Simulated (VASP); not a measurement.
# La3F (I4/mmm) in VASP: single point with PBE

Aim: the single point of La3F with PBE.

Everything below comes from runs of VASP 6.6.1. Logs are shortened: lines on timing, memory, paths and dates and some standing lists are left out, and cuts for length are marked.

### 1 The cell of the first run

It takes space group I4/mmm (No. 139, tetragonal). Conventional cell: a = 5.015 Å, b = 5.015 Å, c = 10.085 Å, α = 90.00°, β = 90.00°, γ = 90.00°. La (site symmetry -4m2) has 8 La at 3.55 to 3.56 Å and 4 F at 3.56 Å within 4.7 Å. Within 4.7 Å of La (site symmetry 4/mmm) lie 4 F at 3.55 Å and 8 La at 3.56 Å. Within 4.7 Å of F (site symmetry 4/mmm) lie 12 La at 3.55 to 3.56 Å.

The cell was generated, and may not be a known phase.

### 2 Single point, PBE

INCAR

```
ALGO     = Normal         # electronic algorithm
EDIFF    = 1E-6           # SCF threshold, eV
ENCUT    = 600            # plane-wave cutoff, eV
GGA      = PE             # functional
GGA_COMPAT= False        
ISIF     = 2              # what is computed and relaxed
ISMEAR   = 0              # smearing method
LASPH    = True           # aspherical terms in the spheres
LCHARG   = False          # write CHGCAR
LMAXMIX  = 6              # l up to which the mixer works
LREAL    = False          # projectors in reciprocal space
LWAVE    = False          # write WAVECAR
NBANDS   = 28             # bands
NELM     = 200            # most SCF steps
PREC     = Accurate       # precision mode
SIGMA    = 0.1            # smearing width, eV
```

KPOINTS

```
k-points
0
Gamma
  6 6 6
```

POSCAR

```
La3F
1.0
   -2.5075699200      2.5075699200      5.0424800300
    2.5075699200     -2.5075699200      5.0424800300
    2.5075699200      2.5075699200     -5.0424800300
La F
3 1
Direct
    0.7500000000      0.2500000000      0.5000000000
    0.2500000000      0.7500000000      0.5000000000
    0.5000000000      0.5000000000      0.0000000000
    0.0000000000      0.0000000000      0.0000000000
```

Potentials or basis: VASP PAW PBE potentials, release 64 (La, F).

Started as:

```sh
cat potpaw_PBE.64/La/POTCAR potpaw_PBE.64/F/POTCAR > POTCAR
mpirun -np 1 vasp_std > vasp.out
```

OUTCAR:

```text
EDIFF = 1E-6
   ENCUT = 600
   GGA = PE
   ISIF = 2
   ISMEAR = 0
   LASPH = True
   LREAL = False
   NELM = 200
   PREC = Accurate

 ion  position               nearest neighbor table
   1  0.750  0.250  0.500-   2 3.55   2 3.55   2 3.55   2 3.55   3 3.56   3 3.56   3 3.56   3 3.56

   2  0.250  0.750  0.500-   1 3.55   1 3.55   1 3.55   1 3.55   3 3.56   3 3.56   3 3.56   3 3.56

   3  0.500  0.500  0.000-   2 3.56   1 3.56   1 3.56   2 3.56   1 3.56   2 3.56   2 3.56   1 3.56

   4  0.000  0.000  0.000-

  LATTYP: Found a body centered tetragonal cell.
 ALAT       =     5.0151398400
 C/A-ratio  =     2.0109030619

  Lattice vectors:

 A1 = (  -2.5075699200,   2.5075699200,   5.0424800300)
 A2 = (   2.5075699200,  -2.5075699200,   5.0424800300)
 A3 = (   2.5075699200,   2.5075699200,  -5.0424800300)

Analysis of symmetry for initial positions (statically):
=====================================================================
 Subroutine PRICEL returns:
 Original cell was already a primitive cell.

 Routine SETGRP: Setting up the symmetry group for a
 body centered tetragonal supercell.

 Subroutine GETGRP returns: Found 16 space group operations
 (whereof 16 operations were pure point group operations)
 out of a pool of 16 trial point group operations.

The static configuration has the point symmetry D_4h.

Analysis of symmetry for dynamics (positions and initial velocities):
=====================================================================
 Subroutine PRICEL returns:
 Original cell was already a primitive cell.

 Routine SETGRP: Setting up the symmetry group for a
 body centered tetragonal supercell.

 Subroutine GETGRP returns: Found 16 space group operations
 (whereof 16 operations were pure point group operations)
 out of a pool of 16 trial point group operations.

The dynamic configuration has the point symmetry D_4h.

 Subroutine INISYM returns: Found 16 space group operations
 (whereof 16 operations are pure point group operations),
 and found     1 'primitive' translations

----------------------------------------------------------------------------------------

                                     Primitive cell

  volume of cell :     126.8266

  direct lattice vectors                    reciprocal lattice vectors
    -2.507569920  2.507569920  5.042480030     0.000000000  0.199396235  0.099157557
     2.507569920 -2.507569920  5.042480030     0.199396235  0.000000000  0.099157557
     2.507569920  2.507569920 -5.042480030     0.199396235  0.199396235  0.000000000

  length of vectors
     6.164610179  6.164610179  6.164610179     0.222690546  0.222690546  0.281988859

  position of ions in fractional coordinates (direct lattice)
     0.750000000  0.250000000  0.500000000
     0.250000000  0.750000000  0.500000000
     0.500000000  0.500000000  0.000000000
     0.000000000  0.000000000  0.000000000

  ion indices of the primitive-cell ions
   primitive index   ion index
                 1           1
                 2           2
                 3           3
                 4           4

----------------------------------------------------------------------------------------

 KPOINTS: k-points

Automatic generation of k-mesh.
 Grid dimensions read from file:
 generate k-points for:    6    6    6

 Generating k-lattice:

  Cartesian coordinates                     Fractional coordinates (reciprocal lattice)
     0.000000000  0.033232706  0.016526259     0.166666667  0.000000000  0.000000000
     0.033232706  0.000000000  0.016526259     0.000000000  0.166666667  0.000000000
     0.033232706  0.033232706  0.000000000     0.000000000  0.000000000  0.166666667

  Length of vectors
     0.037115091  0.037115091  0.046998143

  Shift w.r.t. Gamma in fractional coordinates (k-lattice)
     0.000000000  0.000000000  0.000000000

 Subroutine IBZKPT returns following result:
 ===========================================

 Found     30 irreducible k-points:

 Following reciprocal coordinates:
            Coordinates               Weight
  0.000000  0.000000  0.000000      1.000000
  0.166667  0.000000  0.000000      8.000000
  0.333333  0.000000 -0.000000      8.000000
  0.500000  0.000000  0.000000      4.000000
  0.166667  0.166667  0.000000      8.000000
  0.333333  0.166667 -0.000000     16.000000
[... 16 lines left out ...]
 -0.333333 -0.333333  0.166667      8.000000
 -0.166667 -0.333333  0.166667      8.000000
 [... further k-points ...]
   k-points           NKPTS =     30   k-points in BZ     NKDIM =     30   number of bands    NBANDS=     28
   number of dos      NEDOS =    301   number of ions     NIONS =      4
   total plane-waves  NPLWV = 125000
   dimension x,y,z NGX =    50 NGY =   50 NGZ =   50
   dimension x,y,z NGXF=   100 NGYF=  100 NGZF=  100
   ions per type =               3   1
   NGX,Y,Z   is equivalent  to a cutoff of  13.48, 13.48, 13.48 a.u.
   NGXF,Y,Z  is equivalent  to a cutoff of  26.97, 26.97, 26.97 a.u.
 SYSTEM =  unknown system
   PREC   = accura    normal or accurate (medium, high low for compatibility)
   ISTART =      0    job   : 0-new  1-cont  2-samecut
   ICHARG =      2    charge: 1-file 2-atom 10-const
   ISPIN  =      1    spin polarized calculation?
   LNONCOLLINEAR =      F non collinear calculations
   LSORBIT =      F    spin-orbit coupling
   LASPH  =      T    aspherical Exc in radial PAW
   ENCUT  =  600.0 eV  44.10 Ry    6.64 a.u.  12.31 12.31 12.31*2*pi/ulx,y,z
   NELM   =    200;   NELMIN=  2; NELMDL= -5     # of ELM steps
   EDIFF  = 0.1E-05   stopping-criterion for ELM
   LREAL  =      F    real-space projection
   EDIFFG = 0.1E-04   stopping-criterion for IOM
   NSW    =      0    number of steps for IOM
   IBRION =     -1    ionic relax: 0-MD 1-quasi-New 2-CG
   NFREE  =      0    steps in history (QN), initial steepest desc. (CG)
   ISIF   =      2    stress and relaxation
   ISYM   =      2    0-nonsym 1-usesym 2-fastsym
   POTIM  = 0.5000    time-step for ionic-motion
   TEBEG  =    0.0;   TEEND  =   0.0 temperature during run
   PSTRESS=    0.0 pullay stress
   NELECT =      40.0000    total number of electrons
   NUPDOWN=      -1.0000    fix difference up-down
   EMIN   =  10.00;   EMAX   =-10.00  energy-range for DOS
   EFERMI =   0.00;   METHOD = LEGACY
   ISMEAR =     0;   SIGMA  =   0.10  broadening in eV -4-tet -1-fermi 0-gaus
   EFERMI_NEDOS =   21; number of points for ismear=-14 and -15
   IALGO  =     38    algorithm
   IMIX   =      4    mixing-type and parameters
     AMIX     =   0.40;   BMIX     =  1.00
     AMIX_MAG =   1.60;   BMIX_MAG =  1.00
  volume/ion in A,a.u.               =      31.71       213.97
  Fermi-wavevector in a.u.,A,eV,Ry     =   1.114358  2.105831 16.895630  1.241794
  Thomas-Fermi vector in A             =   2.250952
   LORBIT       =      0    0 simple, 1 ext, 2 COOP (PROOUT), +10 PAW based schemes
   GGA     = PE    functional components
   LHFCALC =     F    Hartree Fock is set to
   AEXX    =    0.0000 exact exchange contribution
   IVDW    =     0    specifies the selected vdW correction
   LEPSILON=     F    determine dielectric tensor
   LRPA    =     F    only Hartree local field effects (RPA)
 non-spin polarized calculation
 Gauss-broadening in eV      SIGMA  =   0.10
  energy-cutoff  :      600.00
  volume of cell :      126.83
 maximum number of plane-waves:      4254
 NGX is ok and might be reduce to    50
   NGX = 25   NGY = 25   NGZ = 25

 number of electron      40.0000001 magnetization

 Free energy of the ion-electron system (eV)
  ---------------------------------------------------
  ext. energy  EPLUGINS =         0.00000000
  ---------------------------------------------------
  free energy    TOTEN  =       -17.91395300 eV

  energy without entropy =      -17.88558810  energy(sigma->0) =      -17.89977055

 E-fermi :   6.8874     XC(G=0):  -9.2735

 val. band max:        6.8800293234   @ k =  -0.1667  -0.1667   0.1667
 cond. band min:       6.9126566322   @ k =  -0.3333   0.5000   0.1667
 fundamental gap:      0.0326273089
 Fermi energy:         6.8874440304

 k-point     1 :       0.0000    0.0000    0.0000
  band No.  band energies     occupation
      1     -26.1910      2.00000
      2     -25.8450      2.00000
      3     -25.8397      2.00000
      4     -15.5016      2.00000
      5     -10.4699      2.00000
      6     -10.2071      2.00000
[... 20 lines left out ...]
     27       8.3071      0.00000
     28       8.4347      0.00000

 k-point     2 :       0.1667    0.0000    0.0000
  band No.  band energies     occupation
      1     -26.1660      2.00000
      2     -25.8579      2.00000
      3     -25.8530      2.00000
      4     -15.5028      2.00000
      5     -10.4580      2.00000
      6     -10.1794      2.00000
[... 20 lines left out ...]
     27       8.4104      0.00000
     28       8.5249      0.00000

 k-point     3 :       0.3333    0.0000   -0.0000
  band No.  band energies     occupation
      1     -26.1007      2.00000
      2     -25.9087      2.00000
      3     -25.8695      2.00000
      4     -15.5053      2.00000
      5     -10.3849      2.00000
      6     -10.1843      2.00000
[... 20 lines left out ...]
     27       8.3589      0.00000
     28       8.3998      0.00000

 k-point     4 :       0.5000    0.0000    0.0000
  band No.  band energies     occupation
      1     -26.0423      2.00000
      2     -25.9605      2.00000
      3     -25.8771      2.00000
      4     -15.5066      2.00000
      5     -10.3535      2.00000
      6     -10.1145      2.00000
[... 578 lines left out ...]
     27       8.4261      0.00000
     28       8.5179      0.00000

 k-point    23 :      -0.3333   -0.3333    0.1667
  band No.  band energies     occupation
      1     -26.0881      2.00000
      2     -25.9219      2.00000
      3     -25.8707      2.00000
      4     -15.5062      2.00000
      5     -10.4252      2.00000
      6     -10.2353      2.00000
[... 20 lines left out ...]
     27       8.5525      0.00000
     28       8.5620      0.00000

 k-point    24 :      -0.1667   -0.3333    0.1667
  band No.  band energies     occupation
      1     -26.1304      2.00000
      2     -25.8939      2.00000
      3     -25.8552      2.00000
      4     -15.5048      2.00000
      5     -10.3275      2.00000
      6     -10.3047      2.00000
[... 20 lines left out ...]
     27       8.5307      0.00000
     28       8.5951      0.00000

 [... further k-points ...]

------------------------ aborting loop because EDIFF is reached ----------------------------------------

  FORCE on cell =-STRESS in cart. coord.  units (eV):
  Direction    XX          YY          ZZ          XY          YZ          ZX
  --------------------------------------------------------------------------------------
  -------------------------------------------------------------------------------------
  Total       -2.1499771     -2.1499771     -0.5416564      0.0000000      0.0000000      0.0000000
  in kB      -27.1602734    -27.1602734     -6.8426478      0.0000000      0.0000000      0.0000000
  external PRESSURE =     -20.3877315 kB  Pullay stress =       0.0000000 kB

 VOLUME and BASIS-vectors are now :
 -----------------------------------------------------------------------------
  energy-cutoff  :      600.00
  volume of cell :      126.83
      direct lattice vectors                 reciprocal lattice vectors
    -2.507569920  2.507569920  5.042480030     0.000000000  0.199396235  0.099157557
     2.507569920 -2.507569920  5.042480030     0.199396235  0.000000000  0.099157557
     2.507569920  2.507569920 -5.042480030     0.199396235  0.199396235  0.000000000

 POSITION                                       TOTAL-FORCE (eV/Angst)
 -----------------------------------------------------------------------------------
      0.00000      2.50757      2.52124         0.000000     -0.000000     -0.000000
      2.50757      0.00000      2.52124        -0.000000      0.000000     -0.000000
      0.00000      0.00000      5.04248        -0.000000      0.000000      0.000000
      0.00000      0.00000      0.00000        -0.000000      0.000000      0.000000
 -----------------------------------------------------------------------------------
    total drift:                               -0.000000      0.000000     -0.000000

  FREE ENERGIE OF THE ION-ELECTRON SYSTEM (eV)
  ---------------------------------------------------
  free  energy   TOTEN  =       -17.9139529996 eV

  energy  without entropy=      -17.8855881041  energy(sigma->0) =      -17.89977055
```

Run time: 6.4 min. Hardware: 1 thread of Intel Xeon 8259CL, shared host; peak memory 0.43 GiB.

Results:

- Free energy: -17.9140 eV
- Pressure: -2.0 GPa
- Band gap on the k mesh: zero (bands 20 and 21 overlap by 1.53 eV)

Levels at points of the mesh, in eV from the Fermi level:
```tsv
k point	band 18	band 19	band 20	band 21	band 22	band 23
(0.00, 0.00, 0.00)	-1.34	-0.93	-0.76	0.58	0.75	0.75
(0.50, 0.00, 0.00)	-0.27	-0.17	0.30	0.63	0.77	0.85
(0.50, 0.50, 0.00)	-1.05	-0.23	0.68	0.69	0.85	0.95
(0.50, 0.50, 0.50)	-1.03	-0.92	-0.85	-0.85	-0.67	0.29
```

Caveat: spin-orbit coupling is left out, which moves the levels of the heavy elements.

The gap in the log of VASP goes by the Fermi energy; the results here count the filled bands.